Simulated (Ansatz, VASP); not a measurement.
**One calculation of KCl, two programs**

```
K Cl
1.0
     0.00000    2.96182    3.14485
     2.96182    0.00000    3.14485
     2.96182    2.96182    0.00000
K Cl
1 1
Direct
  0.00000 0.00000 0.00000
  0.50000 0.50000 0.50000
```

Change from the starting cell: biaxial_xy strain -5.8%.

Alike in both runs: task single point; functional r2SCAN; k mesh 8 × 8 × 8; no spin polarisation.

|  | VASP | Ansatz |
| --- | --- | --- |
| version | VASP 6.6.1 | Ansatz 0.2.0 |
| potentials or method | VASP PAW PBE potentials, release 64 (K_sv, Cl) | plane waves, PAW |
| plane-wave cutoff (eV) | 520 | 500 |
| occupations | gaussian, width 0.01 eV | fixed |
| valence electrons in the cell | 16 | 16 |

```tsv
	VASP	Ansatz	Ansatz less VASP
gap on the k mesh at the Fermi level (eV)	6.23	6.23	-0.004
pressure (GPa)	3.4	3.4	0.00
traceless stress, the component that is largest in VASP (GPa)	-2.70	-2.67	+0.034
```

VASP's potentials were made for PBE, not for r2SCAN.
